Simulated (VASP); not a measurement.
# Na2S (Fm-3m) in VASP: further runs

Na2S is run at these levels: PBE+D3(BJ); tasks: single point.

All numbers are computed with VASP 6.6.1; they aren't measurements. Logs are shortened: lines on timing, memory, paths and dates and some standing lists are left out, and cuts for length are marked.

## Step 1: The cell of the first run

It takes space group Fm-3m (No. 225, cubic). Conventional cell: a = 6.275 Å, b = 6.275 Å, c = 6.275 Å, α = 90.00°, β = 90.00°, γ = 90.00°. S (site symmetry m-3m) has 8 Na at 2.72 Å within 3.6 Å. Na (site symmetry -43m) has 4 S at 2.72 Å and 6 Na at 3.14 Å within 3.6 Å.

## Step 2: Single point, PBE+D3(BJ)

Input file INCAR:

```
SYSTEM = Na2S
PREC = Accurate ; ENCUT = 500
EDIFF = 1E-6 ; ISMEAR = 0
SIGMA = 0.05 ; LREAL = .False.
LASPH = .True. ; NELM = 120
ALGO = Normal ; ISIF = 2
LWAVE = .False. ; LCHARG = .False.
GGA = PE ; IVDW = 12
NBANDS = 17 ; GGA_COMPAT = .False.
```

Input file KPOINTS:

```
Automatic mesh
0
Gamma
  6 6 6
  0 0 0
```

Input file POSCAR:

```
Na2S
1.0
    0.0000000000      3.1373213628      3.1373213628
    3.1373213628      0.0000000000      3.1373213628
    3.1373213628      3.1373213628      0.0000000000
S Na
1 2
Direct
    0.0000000000      0.0000000000      0.0000000000
    0.2500000000      0.2500000000      0.2500000000
    0.7500000000      0.7500000000      0.7500000000
```

Potentials or basis: VASP PAW PBE potentials, release 64 (S, Na_pv).

Run with:

```bash
$ cat potpaw_PBE.64/S/POTCAR potpaw_PBE.64/Na_pv/POTCAR > POTCAR
$ mpirun -np 1 vasp_std > vasp.out
```

OUTCAR:

```text
SYSTEM = Na2S
   PREC = Accurate
   ENCUT = 500
   EDIFF = 1E-6
   ISMEAR = 0
   LREAL = .False.
   LASPH = .True.
   NELM = 120
   ISIF = 2
   GGA = PE
   IVDW = 12
 IVDW          = 12

 ion  position               nearest neighbor table
   1  0.000  0.000  0.000-   3 2.72   3 2.72   3 2.72   2 2.72   3 2.72   2 2.72   2 2.72   2 2.72

   2  0.250  0.250  0.250-   1 2.72   1 2.72   1 2.72   1 2.72
   3  0.750  0.750  0.750-   1 2.72   1 2.72   1 2.72   1 2.72

  LATTYP: Found a face centered cubic cell.
 ALAT       =     6.2746427256

  Lattice vectors:

 A1 = (   0.0000000000,   3.1373213628,   3.1373213628)
 A2 = (   3.1373213628,   0.0000000000,   3.1373213628)
 A3 = (   3.1373213628,   3.1373213628,   0.0000000000)

Analysis of symmetry for initial positions (statically):
=====================================================================
 Subroutine PRICEL returns:
 Original cell was already a primitive cell.

 Routine SETGRP: Setting up the symmetry group for a
 face centered cubic supercell.

 Subroutine GETGRP returns: Found 48 space group operations
 (whereof 48 operations were pure point group operations)
 out of a pool of 48 trial point group operations.

The static configuration has the point symmetry O_h .

Analysis of symmetry for dynamics (positions and initial velocities):
=====================================================================
 Subroutine PRICEL returns:
 Original cell was already a primitive cell.

 Routine SETGRP: Setting up the symmetry group for a
 face centered cubic supercell.

 Subroutine GETGRP returns: Found 48 space group operations
 (whereof 48 operations were pure point group operations)
 out of a pool of 48 trial point group operations.

The dynamic configuration has the point symmetry O_h .

 Subroutine INISYM returns: Found 48 space group operations
 (whereof 48 operations are pure point group operations),
 and found     1 'primitive' translations

----------------------------------------------------------------------------------------

                                     Primitive cell

  volume of cell :      61.7600

  direct lattice vectors                    reciprocal lattice vectors
     0.000000000  3.137321363  3.137321363    -0.159371624  0.159371624  0.159371624
     3.137321363  0.000000000  3.137321363     0.159371624 -0.159371624  0.159371624
     3.137321363  3.137321363  0.000000000     0.159371624  0.159371624 -0.159371624

  length of vectors
     4.436842421  4.436842421  4.436842421     0.276039750  0.276039750  0.276039750

  position of ions in fractional coordinates (direct lattice)
     0.000000000  0.000000000  0.000000000
     0.250000000  0.250000000  0.250000000
     0.750000000  0.750000000  0.750000000

  ion indices of the primitive-cell ions
   primitive index   ion index
                 1           1
                 2           2
                 3           3

----------------------------------------------------------------------------------------

 KPOINTS: Automatic mesh

Automatic generation of k-mesh.
 Grid dimensions read from file:
 generate k-points for:    6    6    6

 Generating k-lattice:

  Cartesian coordinates                     Fractional coordinates (reciprocal lattice)
    -0.026561937  0.026561937  0.026561937     0.166666667  0.000000000  0.000000000
     0.026561937 -0.026561937  0.026561937     0.000000000  0.166666667  0.000000000
     0.026561937  0.026561937 -0.026561937     0.000000000  0.000000000  0.166666667

  Length of vectors
     0.046006625  0.046006625  0.046006625

  Shift w.r.t. Gamma in fractional coordinates (k-lattice)
     0.000000000  0.000000000  0.000000000

 Subroutine IBZKPT returns following result:
 ===========================================

 Found     16 irreducible k-points:

 Following reciprocal coordinates:
            Coordinates               Weight
  0.000000  0.000000  0.000000      1.000000
  0.166667  0.000000  0.000000      8.000000
  0.333333  0.000000  0.000000      8.000000
  0.500000  0.000000  0.000000      4.000000
  0.166667  0.166667  0.000000      6.000000
  0.333333  0.166667  0.000000     24.000000
[... 8 lines left out ...]
 -0.333333  0.333333  0.166667     24.000000
 -0.333333  0.500000  0.166667     12.000000
   k-points           NKPTS =     16   k-points in BZ     NKDIM =     16   number of bands    NBANDS=     17
   number of dos      NEDOS =    301   number of ions     NIONS =      3
   total plane-waves  NPLWV =  32768
   dimension x,y,z NGX =    32 NGY =   32 NGZ =   32
   dimension x,y,z NGXF=    64 NGYF=   64 NGZF=   64
   ions per type =               1   2
   NGX,Y,Z   is equivalent  to a cutoff of  11.99, 11.99, 11.99 a.u.
   NGXF,Y,Z  is equivalent  to a cutoff of  23.98, 23.98, 23.98 a.u.
 SYSTEM =  Na2S
   PREC   = accura    normal or accurate (medium, high low for compatibility)
   ISTART =      0    job   : 0-new  1-cont  2-samecut
   ICHARG =      2    charge: 1-file 2-atom 10-const
   ISPIN  =      1    spin polarized calculation?
   LNONCOLLINEAR =      F non collinear calculations
   LSORBIT =      F    spin-orbit coupling
   LASPH  =      T    aspherical Exc in radial PAW
   ENCUT  =  500.0 eV  36.75 Ry    6.06 a.u.   8.09  8.09  8.09*2*pi/ulx,y,z
   NELM   =    120;   NELMIN=  2; NELMDL= -5     # of ELM steps
   EDIFF  = 0.1E-05   stopping-criterion for ELM
   LREAL  =      F    real-space projection
   EDIFFG = 0.1E-04   stopping-criterion for IOM
   NSW    =      0    number of steps for IOM
   IBRION =     -1    ionic relax: 0-MD 1-quasi-New 2-CG
   NFREE  =      0    steps in history (QN), initial steepest desc. (CG)
   ISIF   =      2    stress and relaxation
   ISYM   =      2    0-nonsym 1-usesym 2-fastsym
   POTIM  = 0.5000    time-step for ionic-motion
   TEBEG  =    0.0;   TEEND  =   0.0 temperature during run
   PSTRESS=    0.0 pullay stress
   NELECT =      20.0000    total number of electrons
   NUPDOWN=      -1.0000    fix difference up-down
   EMIN   =  10.00;   EMAX   =-10.00  energy-range for DOS
   EFERMI =   0.00;   METHOD = LEGACY
   ISMEAR =     0;   SIGMA  =   0.05  broadening in eV -4-tet -1-fermi 0-gaus
   EFERMI_NEDOS =   21; number of points for ismear=-14 and -15
   IALGO  =     38    algorithm
   IMIX   =      4    mixing-type and parameters
     AMIX     =   0.40;   BMIX     =  1.00
     AMIX_MAG =   1.60;   BMIX_MAG =  1.00
  volume/ion in A,a.u.               =      20.59       138.93
  Fermi-wavevector in a.u.,A,eV,Ry     =   1.124214  2.124457 17.195833  1.263858
  Thomas-Fermi vector in A             =   2.260885
   LORBIT       =      0    0 simple, 1 ext, 2 COOP (PROOUT), +10 PAW based schemes
   GGA     = PE    functional components
   LHFCALC =     F    Hartree Fock is set to
   AEXX    =    0.0000 exact exchange contribution
   IVDW    =    12    specifies the selected vdW correction
   LEPSILON=     F    determine dielectric tensor
   LRPA    =     F    only Hartree local field effects (RPA)
 non-spin polarized calculation
 Gauss-broadening in eV      SIGMA  =   0.05
  energy-cutoff  :      500.00
  volume of cell :       61.76
 maximum number of plane-waves:      1588
   NGX = 17   NGY = 17   NGZ = 17

 number of electron      20.0000013 magnetization

 Free energy of the ion-electron system (eV)
  ---------------------------------------------------
  ext. energy  EPLUGINS =         0.00000000
  ---------------------------------------------------
  free energy    TOTEN  =        -9.84310416 eV

  energy without entropy =       -9.84310416  energy(sigma->0) =       -9.84310416

 E-fermi :   0.9955     XC(G=0):  -8.3022

 val. band max:        0.7648410625   @ k =   0.0000   0.0000   0.0000
 cond. band min:       3.6877102419   @ k =   0.0000   0.0000   0.0000
 fundamental gap:      2.9228691794
 Fermi energy:         0.9954567177

 k-point     1 :       0.0000    0.0000    0.0000
  band No.  band energies     occupation
      1     -21.2354      2.00000
      2     -21.2354      2.00000
      3     -21.2354      2.00000
      4     -21.1563      2.00000
      5     -21.1563      2.00000
      6     -21.1562      2.00000
[... 9 lines left out ...]
     16      10.4022      0.00000
     17      12.6922      0.00000

 k-point     2 :       0.1667    0.0000    0.0000
  band No.  band energies     occupation
      1     -21.2325      2.00000
      2     -21.2306      2.00000
      3     -21.2306      2.00000
      4     -21.1651      2.00000
      5     -21.1620      2.00000
      6     -21.1620      2.00000
[... 9 lines left out ...]
     16      10.0022      0.00000
     17      12.0285      0.00000

 k-point     3 :       0.3333    0.0000    0.0000
  band No.  band energies     occupation
      1     -21.2237      2.00000
      2     -21.2170      2.00000
      3     -21.2170      2.00000
      4     -21.1854      2.00000
      5     -21.1772      2.00000
      6     -21.1772      2.00000
[... 9 lines left out ...]
     16      11.0197      0.00000
     17      11.9322      0.00000

 k-point     4 :       0.5000    0.0000    0.0000
  band No.  band energies     occupation
      1     -21.2123      2.00000
      2     -21.2024      2.00000
      3     -21.1990      2.00000
      4     -21.1990      2.00000
      5     -21.1961      2.00000
      6     -21.1961      2.00000
[... 9 lines left out ...]
     16      12.6443      0.00000
     17      13.0662      0.00000

 k-point     5 :       0.1667    0.1667    0.0000
  band No.  band energies     occupation
      1     -21.2401      2.00000
      2     -21.2401      2.00000
      3     -21.2105      2.00000
      4     -21.1874      2.00000
      5     -21.1535      2.00000
      6     -21.1535      2.00000
[... 9 lines left out ...]
     16      10.7964      0.00000
     17      13.3037      0.00000

 k-point     6 :       0.3333    0.1667    0.0000
  band No.  band energies     occupation
      1     -21.2402      2.00000
      2     -21.2383      2.00000
      3     -21.2158      2.00000
      4     -21.1874      2.00000
      5     -21.1584      2.00000
      6     -21.1569      2.00000
[... 9 lines left out ...]
     16      11.5992      0.00000
     17      12.7887      0.00000

 k-point     7 :       0.5000    0.1667    0.0000
  band No.  band energies     occupation
      1     -21.2405      2.00000
      2     -21.2290      2.00000
      3     -21.2252      2.00000
      4     -21.1750      2.00000
      5     -21.1708      2.00000
      6     -21.1662      2.00000
[... 9 lines left out ...]
     16      12.7073      0.00000
     17      13.5460      0.00000

 k-point     8 :      -0.3333    0.1667    0.0000
  band No.  band energies     occupation
      1     -21.2489      2.00000
      2     -21.2116      2.00000
      3     -21.2039      2.00000
      4     -21.1960      2.00000
      5     -21.1911      2.00000
      6     -21.1527      2.00000
[... 9 lines left out ...]
     16      12.4965      0.00000
     17      13.0820      0.00000

 k-point     9 :      -0.1667    0.1667    0.0000
  band No.  band energies     occupation
      1     -21.2452      2.00000
      2     -21.2164      2.00000
      3     -21.2128      2.00000
      4     -21.1867      2.00000
      5     -21.1805      2.00000
      6     -21.1507      2.00000
[... 9 lines left out ...]
     16      11.3478      0.00000
     17      12.8452      0.00000

 k-point    10 :       0.3333    0.3333    0.0000
  band No.  band energies     occupation
      1     -21.2492      2.00000
      2     -21.2492      2.00000
      3     -21.2490      2.00000
      4     -21.1603      2.00000
      5     -21.1478      2.00000
      6     -21.1478      2.00000
[... 9 lines left out ...]
     16      11.9444      0.00000
     17      14.2730      0.00000

 k-point    11 :       0.5000    0.3333    0.0000
  band No.  band energies     occupation
      1     -21.2686      2.00000
      2     -21.2475      2.00000
      3     -21.2460      2.00000
      4     -21.1531      2.00000
      5     -21.1519      2.00000
      6     -21.1432      2.00000
[... 9 lines left out ...]
     16      13.0487      0.00000
     17      13.6073      0.00000

 k-point    12 :      -0.3333    0.3333    0.0000
  band No.  band energies     occupation
      1     -21.2679      2.00000
      2     -21.2347      2.00000
      3     -21.2292      2.00000
      4     -21.1712      2.00000
      5     -21.1676      2.00000
      6     -21.1401      2.00000
[... 9 lines left out ...]
     16      11.3647      0.00000
     17      14.7763      0.00000

 k-point    13 :       0.5000    0.5000    0.0000
  band No.  band energies     occupation
      1     -21.2795      2.00000
      2     -21.2537      2.00000
      3     -21.2537      2.00000
      4     -21.1451      2.00000
      5     -21.1451      2.00000
      6     -21.1350      2.00000
[... 9 lines left out ...]
     16      13.2231      0.00000
     17      13.5538      0.00000

 k-point    14 :       0.5000    0.3333    0.1667
  band No.  band energies     occupation
      1     -21.2562      2.00000
      2     -21.2426      2.00000
      3     -21.2228      2.00000
      4     -21.1760      2.00000
      5     -21.1633      2.00000
      6     -21.1452      2.00000
[... 9 lines left out ...]
     16      12.6308      0.00000
     17      13.4632      0.00000

 k-point    15 :      -0.3333    0.3333    0.1667
  band No.  band energies     occupation
      1     -21.2623      2.00000
      2     -21.2530      2.00000
      3     -21.2000      2.00000
      4     -21.1998      2.00000
      5     -21.1485      2.00000
      6     -21.1471      2.00000
[... 9 lines left out ...]
     16      12.0960      0.00000
     17      13.4577      0.00000

 k-point    16 :      -0.3333    0.5000    0.1667
  band No.  band energies     occupation
      1     -21.2744      2.00000
      2     -21.2589      2.00000
      3     -21.2268      2.00000
      4     -21.1724      2.00000
      5     -21.1426      2.00000
      6     -21.1375      2.00000
[... 9 lines left out ...]
     16      12.6730      0.00000
     17      13.5539      0.00000

------------------------ aborting loop because EDIFF is reached ----------------------------------------

 Edisp (eV)   -0.80438

 E8    (eV) :    -0.3562

  FORCE on cell =-STRESS in cart. coord.  units (eV):
  Direction    XX          YY          ZZ          XY          YZ          ZX
  --------------------------------------------------------------------------------------
  -------------------------------------------------------------------------------------
  Total       1.14927     1.14927     1.14927     0.00000     0.00000    -0.00000
  in kB      29.81441    29.81441    29.81441     0.00000     0.00000    -0.00000
  external pressure =       29.81 kB  Pullay stress =        0.00 kB

 VOLUME and BASIS-vectors are now :
 -----------------------------------------------------------------------------
  energy-cutoff  :      500.00
  volume of cell :       61.76
      direct lattice vectors                 reciprocal lattice vectors
     0.000000000  3.137321363  3.137321363    -0.159371624  0.159371624  0.159371624
     3.137321363  0.000000000  3.137321363     0.159371624 -0.159371624  0.159371624
     3.137321363  3.137321363  0.000000000     0.159371624  0.159371624 -0.159371624

 POSITION                                       TOTAL-FORCE (eV/Angst)
 -----------------------------------------------------------------------------------
      0.00000      0.00000      0.00000        -0.000000     -0.000000      0.000000
      1.56866      1.56866      1.56866         0.000000      0.000000      0.000000
      4.70598      4.70598      4.70598        -0.000000     -0.000000     -0.000000
 -----------------------------------------------------------------------------------
    total drift:                               -0.000000     -0.000000      0.000000

  FREE ENERGIE OF THE ION-ELECTRON SYSTEM (eV)
  ---------------------------------------------------
  free  energy   TOTEN  =       -10.6474873609 eV

  energy  without entropy=      -10.6474873609  energy(sigma->0) =      -10.64748736
```

Wall time 18 s (1 thread of Intel Xeon 8259CL, shared host); peak memory 0.18 GiB.

Results:

| Quantity | Value |
| --- | --- |
| Free energy | -10.6475 eV |
| Pressure | 3.0 GPa |
| Band gap on the k mesh | 2.92 eV |
| Dispersion energy per atom | -0.268 eV |

## Step 3: Single point, PBE+D3(BJ)

This run uses another cell than the first one, of 21.09 Å³/atom.

Input file INCAR:

```
SYSTEM = Na2S
PREC = Accurate
ENCUT = 500
EDIFF = 1E-6
ISMEAR = 0
SIGMA = 0.05
LREAL = .False.
LASPH = .True.
NELM = 120
ALGO = Normal
ISIF = 2
LWAVE = .False.
LCHARG = .False.
GGA = PE
IVDW = 12
NBANDS = 17
GGA_COMPAT = .False.
```

Input file KPOINTS:

```
regular mesh
0
Gamma
  6 6 6
  0 0 0
```

Input file POSCAR:

```
Na2S
1.0
    0.0000000000      3.1628399678      3.1628399678
    3.1628399678      0.0000000000      3.1628399678
    3.1628399678      3.1628399678      0.0000000000
S Na
1 2
Direct
    0.0000000000      0.0000000000      0.0000000000
    0.2500000000      0.2500000000      0.2500000000
    0.7500000000      0.7500000000      0.7500000000
```

Potentials or basis: VASP PAW PBE potentials, release 64 (S, Na_pv).

Run with:

```bash
$ cat potpaw_PBE.64/S/POTCAR potpaw_PBE.64/Na_pv/POTCAR > POTCAR
$ mpirun -np 1 vasp_std > vasp.out
```

Wall time 27 s (1 thread of Intel Xeon 8259CL, shared host); peak memory 0.2 GiB.

The run converged. Its results:

* Free energy: -10.6712 eV
* Pressure: 2.0 GPa
* Band gap on the k mesh: 2.83 eV
* Dispersion energy per atom: -0.261 eV

Levels at points of the mesh, in eV from the valence-band top:
```tsv
k point	band 6	band 7	band 8	band 9	band 10	band 11	band 12	band 13	band 14	band 15
(0.00, 0.00, 0.00)	-21.97	-10.29	0.00	0.00	0.00	2.83	8.09	8.09	8.09	9.58
(0.50, 0.00, 0.00)	-22.01	-9.97	-1.81	-0.14	-0.14	5.22	6.86	7.37	7.37	11.79
(0.50, 0.50, 0.00)	-21.95	-9.87	-1.62	-0.49	-0.49	3.89	6.31	9.29	10.45	10.45
```

## Step 4: Single point, PBE+D3(BJ)

This run uses another cell than the first one, of 22.28 Å³/atom.

Input file INCAR:

```
PREC = Accurate ; ENCUT = 500
EDIFF = 1E-6 ; ISMEAR = 0
SIGMA = 0.05 ; LREAL = F
LASPH = T ; NELM = 120
ALGO = Normal ; ISIF = 2
LWAVE = F ; LCHARG = F
GGA = PE ; IVDW = 12
NBANDS = 17 ; GGA_COMPAT = F
```

Input file KPOINTS:

```
regular mesh
0
Gamma
  6 6 6
```

Input file POSCAR:

```
Na2S
1.0
    0.0000000000      3.2211834922      3.2211834922
    3.2211834922      0.0000000000      3.2211834922
    3.2211834922      3.2211834922      0.0000000000
S Na
1 2
Direct
    0.0000000000      0.0000000000      0.0000000000
    0.2500000000      0.2500000000      0.2500000000
    0.7500000000      0.7500000000      0.7500000000
```

Run with:

```bash
$ cat potpaw_PBE.64/S/POTCAR potpaw_PBE.64/Na_pv/POTCAR > POTCAR
$ mpirun -np 1 vasp_std > vasp.out
```

Wall time 26 s (1 thread of Intel Xeon 8259CL, shared host); peak memory 0.2 GiB.

Results (log left out):

```yaml
Free_energy: -10.6927 eV
Pressure: 0.0 GPa
Band_gap_on_the_k_mesh: 2.64 eV
Dispersion_energy_per_atom: -0.247 eV
```

Levels at points of the mesh, in eV from the valence-band top:
```
           k point  band 8  band 9  band 10  band 11  band 12  band 13
(0.00, 0.00, 0.00)    0.00    0.00     0.00     2.64     7.90     7.90
(0.50, 0.00, 0.00)   -1.72   -0.13    -0.13     4.98     6.64     7.25
(0.50, 0.50, 0.00)   -1.54   -0.47    -0.47     3.87     6.14     8.83
```

## Step 5: Overview

| cell | gap on the mesh (eV) | pressure (GPa) |
| --- | --- | --- |
| a = 4.437 Å, angles 60.0°, 3 atoms | 2.92 | 3.0 |
| a = 4.473 Å, angles 60.0°, 3 atoms | 2.83 | 2.0 |
| a = 4.555 Å, angles 60.0°, 3 atoms | 2.64 | 0.0 |

Alike in all rows: task single point; level PBE+D3(BJ); potentials or basis VASP PAW PBE potentials, release 64 (S, Na_pv); no spin polarisation; k mesh 6 × 6 × 6; cutoff (eV) 500; smearing gaussian 0.05 eV.

Total energies depend on the potentials used, so only differences within one code and one set of settings carry meaning.
